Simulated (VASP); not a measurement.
# AgCl (Fm-3m) in VASP: a series of runs

Runs on AgCl. Level: PBEsol. Tasks: single point.

Program: VASP 6.6.1. These are calculated values, not measurements. Logs are shortened: lines on timing, memory, paths and dates and some standing lists are left out, and cuts for length are marked.

## 1. The cell of the first run

Symmetry: Fm-3m, No. 225, cubic system. Conventional cell: a = 5.276 Å, b = 5.276 Å, c = 5.276 Å, α = 90.00°, β = 90.00°, γ = 90.00°. Ag (site symmetry m-3m) has 6 Cl at 2.64 Å within 3.5 Å. Within 3.5 Å of Cl (site symmetry m-3m) lie 6 Ag at 2.64 Å.

## 2. Single point, PBEsol

The input, INCAR:

```
SYSTEM = AgCl
PREC     = Accurate       ! precision mode
ENCUT    = 520            ! plane-wave cutoff, eV
EDIFF    = 1E-6           ! SCF threshold, eV
ISMEAR   = 0              ! smearing method
SIGMA    = 0.01           ! smearing width, eV
LREAL    = .False.        ! projectors in reciprocal space
LASPH    = .True.         ! aspherical terms in the spheres
NELM     = 100            ! most SCF steps
ALGO     = Normal         ! electronic algorithm
ISIF     = 2              ! what is computed and relaxed
LWAVE    = .False.        ! write WAVECAR
LCHARG   = .False.        ! write CHGCAR
GGA      = PS             ! functional
NBANDS   = 16             ! bands
```

The input, KPOINTS:

```
Automatic mesh
0
Gamma
  8 8 8
  0 0 0
```

The input, POSCAR:

```
AgCl
1.0
    2.6381198740      2.6381198740      0.0000000000
   -2.6381198740      2.6381198740      0.0000000000
    0.0000000000      2.6381198740      2.6381198740
Ag Cl
1 1
Direct
    0.0000000000      0.0000000000      0.0000000000
    0.5000000000      0.5000000000      0.0000000000
```

Potentials or basis: VASP PAW PBE potentials, release 64 (Ag, Cl).

The run is started by

```sh
cat potpaw_PBE.64/Ag/POTCAR potpaw_PBE.64/Cl/POTCAR > POTCAR
mpirun -np 1 vasp_std > vasp.out
```

OUTCAR:

```text
SYSTEM = AgCl
   PREC = Accurate
   ENCUT = 520
   EDIFF = 1E-6
   ISMEAR = 0
   LREAL = .False.
   LASPH = .True.
   NELM = 100
   ISIF = 2
   GGA = PS

 ion  position               nearest neighbor table
   1  0.000  0.000  0.000-   2 2.64   2 2.64   2 2.64   2 2.64   2 2.64   2 2.64
   2  0.500  0.500  0.000-   1 2.64   1 2.64   1 2.64   1 2.64   1 2.64   1 2.64

  LATTYP: Found a face centered cubic cell.
 ALAT       =     5.2762397480

  Lattice vectors:

 A1 = (   0.0000000000,   2.6381198740,   2.6381198740)
 A2 = (   2.6381198740,   0.0000000000,   2.6381198740)
 A3 = (   2.6381198740,   2.6381198740,   0.0000000000)

Analysis of symmetry for initial positions (statically):
=====================================================================
 Subroutine PRICEL returns:
 Original cell was already a primitive cell.

 Routine SETGRP: Setting up the symmetry group for a
 face centered cubic supercell.

 Subroutine GETGRP returns: Found 48 space group operations
 (whereof 48 operations were pure point group operations)
 out of a pool of 48 trial point group operations.

The static configuration has the point symmetry O_h .

Analysis of symmetry for dynamics (positions and initial velocities):
=====================================================================
 Subroutine PRICEL returns:
 Original cell was already a primitive cell.

 Routine SETGRP: Setting up the symmetry group for a
 face centered cubic supercell.

 Subroutine GETGRP returns: Found 48 space group operations
 (whereof 48 operations were pure point group operations)
 out of a pool of 48 trial point group operations.

The dynamic configuration has the point symmetry O_h .

 Subroutine INISYM returns: Found 48 space group operations
 (whereof 48 operations are pure point group operations),
 and found     1 'primitive' translations

----------------------------------------------------------------------------------------

                                     Primitive cell

  volume of cell :      36.7209

  direct lattice vectors                    reciprocal lattice vectors
     2.638119874  2.638119874  0.000000000     0.189528916  0.189528916 -0.189528916
    -2.638119874  2.638119874  0.000000000    -0.189528916  0.189528916 -0.189528916
     0.000000000  2.638119874  2.638119874     0.000000000  0.000000000  0.379057832

  length of vectors
     3.730864905  3.730864905  3.730864905     0.328273712  0.328273712  0.379057832

  position of ions in fractional coordinates (direct lattice)
     0.000000000  0.000000000  0.000000000
     0.500000000  0.500000000  0.000000000

  ion indices of the primitive-cell ions
   primitive index   ion index
                 1           1
                 2           2

----------------------------------------------------------------------------------------

 KPOINTS: Automatic mesh

Automatic generation of k-mesh.
 Grid dimensions read from file:
 generate k-points for:    8    8    8

 Generating k-lattice:

  Cartesian coordinates                     Fractional coordinates (reciprocal lattice)
     0.023691115  0.023691115 -0.023691115     0.125000000  0.000000000  0.000000000
    -0.023691115  0.023691115 -0.023691115     0.000000000  0.125000000  0.000000000
     0.000000000  0.000000000  0.047382229     0.000000000  0.000000000  0.125000000

  Length of vectors
     0.041034214  0.041034214  0.047382229

  Shift w.r.t. Gamma in fractional coordinates (k-lattice)
     0.000000000  0.000000000  0.000000000

 Subroutine IBZKPT returns following result:
 ===========================================

 Found     29 irreducible k-points:

 Following reciprocal coordinates:
            Coordinates               Weight
  0.000000  0.000000  0.000000      1.000000
  0.125000  0.000000  0.000000      8.000000
  0.250000  0.000000  0.000000      8.000000
  0.375000  0.000000  0.000000      8.000000
  0.500000  0.000000  0.000000      4.000000
  0.125000  0.125000  0.000000     12.000000
[... 16 lines left out ...]
  0.375000  0.250000  0.125000     48.000000
  0.500000  0.250000  0.125000     24.000000
 [... further k-points ...]
   k-points           NKPTS =     29   k-points in BZ     NKDIM =     29   number of bands    NBANDS=     16
   number of dos      NEDOS =    301   number of ions     NIONS =      2
   total plane-waves  NPLWV =  21952
   dimension x,y,z NGX =    28 NGY =   28 NGZ =   28
   dimension x,y,z NGXF=    56 NGYF=   56 NGZF=   56
   ions per type =               1   1
   NGX,Y,Z   is equivalent  to a cutoff of  12.48, 12.48, 12.48 a.u.
   NGXF,Y,Z  is equivalent  to a cutoff of  24.95, 24.95, 24.95 a.u.
 SYSTEM =  AgCl
   PREC   = accura    normal or accurate (medium, high low for compatibility)
   ISTART =      0    job   : 0-new  1-cont  2-samecut
   ICHARG =      2    charge: 1-file 2-atom 10-const
   ISPIN  =      1    spin polarized calculation?
   LNONCOLLINEAR =      F non collinear calculations
   LSORBIT =      F    spin-orbit coupling
   LASPH  =      T    aspherical Exc in radial PAW
   ENCUT  =  520.0 eV  38.22 Ry    6.18 a.u.   6.94  6.94  6.94*2*pi/ulx,y,z
   NELM   =    100;   NELMIN=  2; NELMDL= -5     # of ELM steps
   EDIFF  = 0.1E-05   stopping-criterion for ELM
   LREAL  =      F    real-space projection
   EDIFFG = 0.1E-04   stopping-criterion for IOM
   NSW    =      0    number of steps for IOM
   IBRION =     -1    ionic relax: 0-MD 1-quasi-New 2-CG
   NFREE  =      0    steps in history (QN), initial steepest desc. (CG)
   ISIF   =      2    stress and relaxation
   ISYM   =      2    0-nonsym 1-usesym 2-fastsym
   POTIM  = 0.5000    time-step for ionic-motion
   TEBEG  =    0.0;   TEEND  =   0.0 temperature during run
   PSTRESS=    0.0 pullay stress
   NELECT =      18.0000    total number of electrons
   NUPDOWN=      -1.0000    fix difference up-down
   EMIN   =  10.00;   EMAX   =-10.00  energy-range for DOS
   EFERMI =   0.00;   METHOD = LEGACY
   ISMEAR =     0;   SIGMA  =   0.01  broadening in eV -4-tet -1-fermi 0-gaus
   EFERMI_NEDOS =   21; number of points for ismear=-14 and -15
   IALGO  =     38    algorithm
   IMIX   =      4    mixing-type and parameters
     AMIX     =   0.40;   BMIX     =  1.00
     AMIX_MAG =   1.60;   BMIX_MAG =  1.00
  volume/ion in A,a.u.               =      18.36       123.90
  Fermi-wavevector in a.u.,A,eV,Ry     =   1.290806  2.439271 22.669774  1.666181
  Thomas-Fermi vector in A             =   2.422615
   LORBIT       =      0    0 simple, 1 ext, 2 COOP (PROOUT), +10 PAW based schemes
   GGA     = PS    functional components
   LHFCALC =     F    Hartree Fock is set to
   AEXX    =    0.0000 exact exchange contribution
   IVDW    =     0    specifies the selected vdW correction
   LEPSILON=     F    determine dielectric tensor
   LRPA    =     F    only Hartree local field effects (RPA)
 non-spin polarized calculation
 Gauss-broadening in eV      SIGMA  =   0.01
  energy-cutoff  :      520.00
  volume of cell :       36.72
 maximum number of plane-waves:       999
   NGX = 13   NGY = 13   NGZ = 13

 number of electron      17.9999992 magnetization

 Free energy of the ion-electron system (eV)
  ---------------------------------------------------
  ext. energy  EPLUGINS =         0.00000000
  ---------------------------------------------------
  free energy    TOTEN  =        -5.98860134 eV

  energy without entropy =       -5.98860134  energy(sigma->0) =       -5.98860134

 E-fermi :   5.8628     XC(G=0): -11.0149

 val. band max:        5.7780295157   @ k =   0.5000   0.0000   0.0000
 cond. band min:       6.5241651359   @ k =   0.0000   0.0000   0.0000
 fundamental gap:      0.7461356202
 Fermi energy:         5.8627634660

 k-point     1 :       0.0000    0.0000    0.0000
  band No.  band energies     occupation
      1     -10.4791      2.00000
      2       2.5793      2.00000
      3       2.5793      2.00000
      4       2.5793      2.00000
      5       2.6308      2.00000
      6       2.6308      2.00000
[... 8 lines left out ...]
     15      19.8648      0.00000
     16      19.8705      0.00000

 k-point     2 :       0.1250    0.0000    0.0000
  band No.  band energies     occupation
      1     -10.3881      2.00000
      2       1.7233      2.00000
      3       1.7982      2.00000
      4       1.7982      2.00000
      5       2.6582      2.00000
      6       2.6582      2.00000
[... 8 lines left out ...]
     15      18.0277      0.00000
     16      18.5111      0.00000

 k-point     3 :       0.2500    0.0000    0.0000
  band No.  band energies     occupation
      1     -10.1550      2.00000
      2       0.4482      2.00000
      3       1.0924      2.00000
      4       1.0924      2.00000
      5       2.8429      2.00000
      6       2.8429      2.00000
[... 8 lines left out ...]
     15      18.0354      0.00000
     16      18.6549      0.00000

 k-point     4 :       0.3750    0.0000    0.0000
  band No.  band energies     occupation
      1      -9.8993      2.00000
      2      -0.5341      2.00000
      3       0.6456      2.00000
      4       0.6456      2.00000
      5       3.0386      2.00000
      6       3.0386      2.00000
[... 8 lines left out ...]
     15      18.8297      0.00000
     16      19.0047      0.00000
[... 324 lines left out ...]
 k-point    22 :       0.2500    0.2500    0.1250
  band No.  band energies     occupation
      1     -10.0144      2.00000
      2      -0.0219      2.00000
      3       0.9965      2.00000
      4       1.3826      2.00000
      5       2.7120      2.00000
      6       3.0076      2.00000
[... 8 lines left out ...]
     15      20.0804      0.00000
     16      21.7110      0.00000

 k-point    23 :       0.3750    0.2500    0.1250
  band No.  band energies     occupation
      1      -9.8339      2.00000
      2      -0.3054      2.00000
      3       0.6320      2.00000
      4       0.9007      2.00000
      5       2.8907      2.00000
      6       3.1336      2.00000
[... 8 lines left out ...]
     15      20.2951      0.00000
     16      21.5291      0.00000

 k-point    24 :       0.5000    0.2500    0.1250
  band No.  band energies     occupation
      1      -9.7559      2.00000
      2      -0.4001      2.00000
      3       0.5397      2.00000
      4       0.6312      2.00000
      5       3.0299      2.00000
      6       3.1200      2.00000
[... 8 lines left out ...]
     15      19.6028      0.00000
     16      21.1451      0.00000

 [... further k-points ...]

------------------------ aborting loop because EDIFF is reached ----------------------------------------

  FORCE on cell =-STRESS in cart. coord.  units (eV):
  Direction    XX          YY          ZZ          XY          YZ          ZX
  --------------------------------------------------------------------------------------
  -------------------------------------------------------------------------------------
  Total        1.5781504      1.5781504      1.5781504      0.0000000      0.0000000     -0.0000000
  in kB       68.8565705     68.8565705     68.8565705      0.0000000      0.0000000     -0.0000000
  external PRESSURE =      68.8565705 kB  Pullay stress =       0.0000000 kB

 VOLUME and BASIS-vectors are now :
 -----------------------------------------------------------------------------
  energy-cutoff  :      520.00
  volume of cell :       36.72
      direct lattice vectors                 reciprocal lattice vectors
     2.638119874  2.638119874  0.000000000     0.189528916  0.189528916 -0.189528916
    -2.638119874  2.638119874  0.000000000    -0.189528916  0.189528916 -0.189528916
     0.000000000  2.638119874  2.638119874     0.000000000  0.000000000  0.379057832

 POSITION                                       TOTAL-FORCE (eV/Angst)
 -----------------------------------------------------------------------------------
      0.00000      0.00000      0.00000        -0.000000     -0.000000      0.000000
      0.00000      2.63812      0.00000         0.000000      0.000000      0.000000
 -----------------------------------------------------------------------------------
    total drift:                               -0.000000      0.000000     -0.000000

  FREE ENERGIE OF THE ION-ELECTRON SYSTEM (eV)
  ---------------------------------------------------
  free  energy   TOTEN  =        -5.9886013418 eV

  energy  without entropy=       -5.9886013418  energy(sigma->0) =       -5.98860134
```

Wall time 19 s (1 thread of Intel Xeon 8259CL, shared host); peak memory 0.16 GiB.

Results:

```
Free energy            : -5.9886 eV
Pressure               : 6.9 GPa
Band gap on the k mesh : 0.75 eV (least direct gap 3.58 eV)
```

Levels at points of the mesh, in eV from the valence-band top:
| k point | band 7 | band 8 | band 9 | band 10 | band 11 | band 12 |
| --- | --- | --- | --- | --- | --- | --- |
| (0.00, 0.00, 0.00) | -2.99 | -2.99 | -2.99 | 0.75 | 10.68 | 10.68 |
| (0.50, 0.00, 0.00) | -2.25 | 0.00 | 0.00 | 3.58 | 7.20 | 7.20 |
| (0.50, 0.50, 0.00) | -2.48 | -2.48 | -2.27 | 1.95 | 7.64 | 8.97 |

Caveat: the cell stands under pressure; semilocal functionals underestimate gaps, and a narrow one can read as zero; the PAW data sets were made with another functional, which shifts forces and pressure a little.

## 3. Single point, PBEsol

This run uses another cell than the first one, of 19.02 Å³/atom.

The input, INCAR:

```
SYSTEM = AgCl
PREC = Accurate
ENCUT = 520
EDIFF = 1E-6
ISMEAR = 0
SIGMA = 0.01
LREAL = .FALSE.
LASPH = .TRUE.
NELM = 60
ALGO = Normal
ISIF = 2
LWAVE = .FALSE.
LCHARG = .FALSE.
GGA = PS
NBANDS = 16
```

The input, KPOINTS:

```
regular mesh
0
G
  8 8 8
  0 0 0
```

The input, POSCAR:

```
AgCl
1.0
    2.6695609737      2.6695609737      0.0000000000
   -2.6695609737      2.6695609737      0.0000000000
    0.0000000000      2.6695609737      2.6695609737
Ag Cl
1 1
Direct
    0.0000000000      0.0000000000      0.0000000000
    0.5000000000      0.5000000000      0.0000000000
```

Potentials or basis: VASP PAW PBE potentials, release 64 (Ag, Cl).

The run is started by

```sh
cat potpaw_PBE.64/Ag/POTCAR potpaw_PBE.64/Cl/POTCAR > POTCAR
mpirun -np 1 vasp_std > vasp.out
```

Run time: 19 s. Hardware: 1 thread of Intel Xeon 8259CL, shared host; peak memory 0.16 GiB.

Results (log left out):

| Quantity | Value |
| --- | --- |
| Free energy | -6.0336 eV |
| Pressure | 3.9 GPa |
| Band gap on the k mesh | 0.73 eV (least direct gap 3.46 eV) |

Levels at points of the mesh, in eV from the valence-band top:
```csv
k point,band 6,band 7,band 8,band 9,band 10,band 11,band 12,band 13
"(0.00, 0.00, 0.00)",-2.96,-2.82,-2.82,-2.82,0.73,10.70,10.70,10.70
"(0.50, 0.00, 0.00)",-2.51,-2.13,0.00,0.00,3.69,7.10,7.29,7.29
"(0.50, 0.50, 0.00)",-2.71,-2.35,-2.35,-2.17,2.02,7.70,8.85,11.95
```

Caveat: the cell stands under pressure; semilocal functionals underestimate gaps, and a narrow one can read as zero; the PAW data sets were made with another functional, which shifts forces and pressure a little.
